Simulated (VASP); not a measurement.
# ZnCu2SnS4 (I-4) in VASP: single point with PBEsol

Aim: the single point of ZnCu2SnS4 with PBEsol.

All numbers are computed with VASP 6.6.1; they aren't measurements. Logs are shortened: lines on timing, memory, paths and dates and some standing lists are left out, and cuts for length are marked.

## (1) The cell of the first run

It takes space group I-4 (No. 82, tetragonal). The conventional cell has a = 5.375 Å, b = 5.375 Å, c = 10.747 Å, α = 90.00°, β = 90.00°, γ = 90.00°. Sn (site symmetry -4) has 4 S at 2.45 Å within 3.2 Å. Within 3.1 Å of Zn (site symmetry -4) lie 4 S at 2.33 Å. Within 3.0 Å of Cu (site symmetry -4) lie 4 S at 2.27 Å. Cu (site symmetry -4) has 4 S at 2.27 Å within 3.0 Å. Within 3.0 Å of S (site symmetry 1) lie 2 Cu at 2.27 Å and 1 Zn at 2.33 Å and 1 Sn at 2.45 Å.

## (2) Single point, PBEsol

The input, INCAR:

```
PREC = Accurate
ENCUT = 520
EDIFF = 1E-6
ISMEAR = -1
SIGMA = 0.05
LREAL = False
LASPH = True
NELM = 80
ALGO = Normal
ISIF = 2
LWAVE = False
LCHARG = True
GGA = PS
LELF = True
LVHAR = True
NBANDS = 46
```

The input, KPOINTS:

```
regular mesh
0
Gamma
  7 7 7
```

The input, POSCAR:

```
ZnCu2SnS4
1.0
   -2.6877428890      2.6877428890      5.3736893493
    2.6877428890     -2.6877428890      5.3736893493
    2.6877428890      2.6877428890     -5.3736893493
Sn Zn Cu S
1 1 2 4
Direct
    0.5000000000      0.5000000000      0.0000000000
    0.2500000000      0.7500000000      0.5000000000
    0.7500000000      0.2500000000      0.5000000000
    0.0000000000      0.0000000000      0.0000000000
    0.6384722707      0.6296429677      0.5280733620
    0.8896010913      0.3615277293     -0.0088293030
    0.1015696057      0.1103989087      0.4719266380
    0.3703570323      0.8984303943      1.0088293030
```

Potentials or basis: VASP PAW PBE potentials, release 64 (Sn_d, Zn, Cu, S).

Launch:

```console
cat potpaw_PBE.64/Sn_d/POTCAR potpaw_PBE.64/Zn/POTCAR potpaw_PBE.64/Cu/POTCAR potpaw_PBE.64/S/POTCAR > POTCAR
mpirun -np 1 vasp_std > vasp.out
```

OUTCAR:

```text
PREC = Accurate
   ENCUT = 520
   EDIFF = 1E-6
   ISMEAR = -1
   LREAL = False
   LASPH = True
   NELM = 80
   ISIF = 2
   GGA = PS

 ion  position               nearest neighbor table
   1  0.500  0.500  0.000-   5 2.45   6 2.45   8 2.45   7 2.45
   2  0.250  0.750  0.500-   5 2.33   7 2.33   6 2.33   8 2.33
   3  0.750  0.250  0.500-   8 2.27   6 2.27   5 2.27   7 2.27
   4  0.000  0.000  0.000-   5 2.27   6 2.27   7 2.27   8 2.27
   5  0.638  0.630  0.528-   3 2.27   4 2.27   2 2.33   1 2.45
   6  0.890  0.362  0.991-   3 2.27   4 2.27   2 2.33   1 2.45
   7  0.102  0.110  0.472-   3 2.27   4 2.27   2 2.33   1 2.45
   8  0.370  0.898  0.009-   3 2.27   4 2.27   2 2.33   1 2.45

  LATTYP: Found a body centered tetragonal cell.
 ALAT       =     5.3754857780
 C/A-ratio  =     1.9993316218

  Lattice vectors:

 A1 = (  -2.6877428890,   2.6877428890,   5.3736893493)
 A2 = (   2.6877428890,  -2.6877428890,   5.3736893493)
 A3 = (   2.6877428890,   2.6877428890,  -5.3736893493)

Analysis of symmetry for initial positions (statically):
=====================================================================
 Subroutine PRICEL returns:
 Original cell was already a primitive cell.

 Routine SETGRP: Setting up the symmetry group for a
 body centered tetragonal supercell.

 Subroutine GETGRP returns: Found  4 space group operations
 (whereof  4 operations were pure point group operations)
 out of a pool of 16 trial point group operations.

The static configuration has the point symmetry S_4 .

Analysis of symmetry for dynamics (positions and initial velocities):
=====================================================================
 Subroutine PRICEL returns:
 Original cell was already a primitive cell.

 Routine SETGRP: Setting up the symmetry group for a
 body centered tetragonal supercell.

 Subroutine GETGRP returns: Found  4 space group operations
 (whereof  4 operations were pure point group operations)
 out of a pool of 16 trial point group operations.

The dynamic configuration has the point symmetry S_4 .

 Subroutine INISYM returns: Found  4 space group operations
 (whereof  4 operations are pure point group operations),
 and found     1 'primitive' translations

----------------------------------------------------------------------------------------

                                     Primitive cell

  volume of cell :     155.2773

  direct lattice vectors                    reciprocal lattice vectors
    -2.687742889  2.687742889  5.373689349     0.000000000  0.186029699  0.093045944
     2.687742889 -2.687742889  5.373689349     0.186029699  0.000000000  0.093045944
     2.687742889  2.687742889 -5.373689349     0.186029699  0.186029699  0.000000000

  length of vectors
     6.582131942  6.582131942  6.582131942     0.208001434  0.208001434  0.263085723

  position of ions in fractional coordinates (direct lattice)
     0.500000000  0.500000000  0.000000000
     0.250000000  0.750000000  0.500000000
     0.750000000  0.250000000  0.500000000
     0.000000000  0.000000000  0.000000000
     0.638472271  0.629642968  0.528073362
     0.889601091  0.361527729  0.991170697
     0.101569606  0.110398909  0.471926638
     0.370357032  0.898430394  0.008829303

  ion indices of the primitive-cell ions
   primitive index   ion index
                 1           1
                 2           2
                 3           3
                 4           4
                 5           5
                 6           6
                 7           7
                 8           8

----------------------------------------------------------------------------------------

 KPOINTS: regular mesh

Automatic generation of k-mesh.
 Grid dimensions read from file:
 generate k-points for:    7    7    7

 Generating k-lattice:

  Cartesian coordinates                     Fractional coordinates (reciprocal lattice)
     0.000000000  0.026575671  0.013292278     0.142857143  0.000000000  0.000000000
     0.026575671  0.000000000  0.013292278     0.000000000  0.142857143  0.000000000
     0.026575671  0.026575671  0.000000000     0.000000000  0.000000000  0.142857143

  Length of vectors
     0.029714491  0.029714491  0.037583675

  Shift w.r.t. Gamma in fractional coordinates (k-lattice)
     0.000000000  0.000000000  0.000000000

 Subroutine IBZKPT returns following result:
 ===========================================

 Found     52 irreducible k-points:

 Following reciprocal coordinates:
            Coordinates               Weight
  0.000000  0.000000  0.000000      1.000000
  0.142857  0.000000 -0.000000      8.000000
  0.285714  0.000000 -0.000000      8.000000
  0.428571  0.000000 -0.000000      8.000000
  0.142857  0.142857 -0.000000      8.000000
  0.285714  0.142857 -0.000000      8.000000
[... 16 lines left out ...]
  0.142857  0.142857  0.142857      8.000000
  0.285714  0.142857  0.142857      8.000000
 [... further k-points ...]
   k-points           NKPTS =     52   k-points in BZ     NKDIM =     52   number of bands    NBANDS=     46
   number of dos      NEDOS =    301   number of ions     NIONS =      8
   total plane-waves  NPLWV = 125000
   dimension x,y,z NGX =    50 NGY =   50 NGZ =   50
   dimension x,y,z NGXF=   100 NGYF=  100 NGZF=  100
   ions per type =               1   1   2   4
   NGX,Y,Z   is equivalent  to a cutoff of  12.63, 12.63, 12.63 a.u.
   NGXF,Y,Z  is equivalent  to a cutoff of  25.26, 25.26, 25.26 a.u.
 SYSTEM =  unknown system
   PREC   = accura    normal or accurate (medium, high low for compatibility)
   ISTART =      0    job   : 0-new  1-cont  2-samecut
   ICHARG =      2    charge: 1-file 2-atom 10-const
   ISPIN  =      1    spin polarized calculation?
   LNONCOLLINEAR =      F non collinear calculations
   LSORBIT =      F    spin-orbit coupling
   LASPH  =      T    aspherical Exc in radial PAW
   ENCUT  =  520.0 eV  38.22 Ry    6.18 a.u.  12.24 12.24 12.24*2*pi/ulx,y,z
   NELM   =     80;   NELMIN=  2; NELMDL= -5     # of ELM steps
   EDIFF  = 0.1E-05   stopping-criterion for ELM
   LREAL  =      F    real-space projection
   EDIFFG = 0.1E-04   stopping-criterion for IOM
   NSW    =      0    number of steps for IOM
   IBRION =     -1    ionic relax: 0-MD 1-quasi-New 2-CG
   NFREE  =      0    steps in history (QN), initial steepest desc. (CG)
   ISIF   =      2    stress and relaxation
   ISYM   =      2    0-nonsym 1-usesym 2-fastsym
   POTIM  = 0.5000    time-step for ionic-motion
   TEBEG  =    0.0;   TEEND  =   0.0 temperature during run
   PSTRESS=    0.0 pullay stress
   NELECT =      72.0000    total number of electrons
   NUPDOWN=      -1.0000    fix difference up-down
   EMIN   =  10.00;   EMAX   =-10.00  energy-range for DOS
   EFERMI =   0.00;   METHOD = LEGACY
   ISMEAR =    -1;   SIGMA  =   0.05  broadening in eV -4-tet -1-fermi 0-gaus
   EFERMI_NEDOS =   21; number of points for ismear=-14 and -15
   IALGO  =     38    algorithm
   IMIX   =      4    mixing-type and parameters
     AMIX     =   0.40;   BMIX     =  1.00
     AMIX_MAG =   1.60;   BMIX_MAG =  1.00
  volume/ion in A,a.u.               =      19.41       130.98
  Fermi-wavevector in a.u.,A,eV,Ry     =   1.267116  2.394502 21.845278  1.605583
  Thomas-Fermi vector in A             =   2.400281
   LORBIT       =      0    0 simple, 1 ext, 2 COOP (PROOUT), +10 PAW based schemes
   GGA     = PS    functional components
   LHFCALC =     F    Hartree Fock is set to
   AEXX    =    0.0000 exact exchange contribution
   IVDW    =     0    specifies the selected vdW correction
   LEPSILON=     F    determine dielectric tensor
   LRPA    =     F    only Hartree local field effects (RPA)
 non-spin polarized calculation
  energy-cutoff  :      520.00
  volume of cell :      155.28
 maximum number of plane-waves:      4204
 NGX is ok and might be reduce to    50
   NGX = 25   NGY = 25   NGZ = 25

 number of electron      71.9999972 magnetization

 Free energy of the ion-electron system (eV)
  ---------------------------------------------------
  ext. energy  EPLUGINS =         0.00000000
  ---------------------------------------------------
  free energy    TOTEN  =       -35.82404871 eV

  energy without entropy =      -35.82324362  energy(sigma->0) =      -35.82364616

 E-fermi :   5.2416     XC(G=0): -10.1563

 val. band max:        5.1269475825   @ k =   0.0000   0.0000   0.0000
 cond. band min:       5.2607710732   @ k =   0.0000   0.0000   0.0000
 fundamental gap:      0.1338234907
 Fermi energy:         5.2416260156

 k-point     1 :       0.0000    0.0000    0.0000
  band No.  band energies     occupation
      1     -17.0750      2.00000
      2     -17.0709      2.00000
      3     -17.0709      2.00000
      4     -16.9930      2.00000
      5     -16.9884      2.00000
      6      -9.5751      2.00000
[... 38 lines left out ...]
     45      10.3701      0.00000
     46      10.9589      0.00000

 k-point     2 :       0.1429    0.0000   -0.0000
  band No.  band energies     occupation
      1     -17.0751      2.00000
      2     -17.0710      2.00000
      3     -17.0709      2.00000
      4     -16.9929      2.00000
      5     -16.9884      2.00000
      6      -9.5011      2.00000
[... 38 lines left out ...]
     45      10.4859      0.00000
     46      10.8434      0.00000

 k-point     3 :       0.2857    0.0000   -0.0000
  band No.  band energies     occupation
      1     -17.0754      2.00000
      2     -17.0713      2.00000
      3     -17.0709      2.00000
      4     -16.9926      2.00000
      5     -16.9882      2.00000
      6      -9.2918      2.00000
[... 1018 lines left out ...]
     45      10.9307      0.00000
     46      11.1356      0.00000

 k-point    24 :       0.2857    0.1429    0.1429
  band No.  band energies     occupation
      1     -17.0761      2.00000
      2     -17.0714      2.00000
      3     -17.0712      2.00000
      4     -16.9919      2.00000
      5     -16.9880      2.00000
      6      -8.8667      2.00000
[... 38 lines left out ...]
     45      11.1230      0.00000
     46      11.2392      0.00000

 [... further k-points ...]

------------------------ aborting loop because EDIFF is reached ----------------------------------------

  FORCE on cell =-STRESS in cart. coord.  units (eV):
  Direction    XX          YY          ZZ          XY          YZ          ZX
  --------------------------------------------------------------------------------------
  -------------------------------------------------------------------------------------
  Total        0.1352189      0.1352189      0.1736580      0.0000000      0.0000000     -0.0000000
  in kB        1.3952110      1.3952110      1.7918327      0.0000000      0.0000000     -0.0000000
  external PRESSURE =       1.5274183 kB  Pullay stress =       0.0000000 kB

 VOLUME and BASIS-vectors are now :
 -----------------------------------------------------------------------------
  energy-cutoff  :      520.00
  volume of cell :      155.28
      direct lattice vectors                 reciprocal lattice vectors
    -2.687742889  2.687742889  5.373689349     0.000000000  0.186029699  0.093045944
     2.687742889 -2.687742889  5.373689349     0.186029699  0.000000000  0.093045944
     2.687742889  2.687742889 -5.373689349     0.186029699  0.186029699  0.000000000

 POSITION                                       TOTAL-FORCE (eV/Angst)
 -----------------------------------------------------------------------------------
      0.00000      0.00000      5.37369         0.000000     -0.000000      0.000000
      2.68774     -0.00000      2.68684         0.000000     -0.000000      0.000000
     -0.00000      2.68774      2.68684         0.000000     -0.000000     -0.000000
      0.00000      0.00000      0.00000         0.000000     -0.000000      0.000000
      1.39559      1.44306      3.97676        -0.018066     -0.023060      0.020654
      1.24469      4.08334      1.39693         0.023060     -0.018066     -0.020654
      1.29215      1.24469     -1.39693         0.018066      0.023060      0.020654
      1.44306     -1.39559      6.77062        -0.023060      0.018066     -0.020654
 -----------------------------------------------------------------------------------
    total drift:                               -0.000011     -0.000011     -0.000006

  FREE ENERGIE OF THE ION-ELECTRON SYSTEM (eV)
  ---------------------------------------------------
  free  energy   TOTEN  =       -35.8240487081 eV

  energy  without entropy=      -35.8232436162  energy(sigma->0) =      -35.82364616
```

Run time: 12 min. Hardware: 1 thread of AMD EPYC 7R13 (Zen 3), shared host; peak memory 0.56 GiB.

Results:

```yaml
Free_energy: -35.8240 eV
Pressure: 0.2 GPa
Largest_force: 0.036 eV/Å
Band_gap_on_the_k_mesh: 0.13 eV, direct
```

Forces in eV/Å, atoms in the order of the input:
```
Sn   0.000  0.000  0.000
Zn   0.000  0.000  0.000
Cu   0.000  0.000  0.000
Cu   0.000  0.000  0.000
S   -0.018 -0.023  0.021
S    0.023 -0.018 -0.021
S    0.018  0.023  0.021
S   -0.023  0.018 -0.021
```

Caveat: the PAW data sets were made with another functional, which shifts forces and pressure a little; spin-orbit coupling is left out, which moves the levels of the heavy elements.
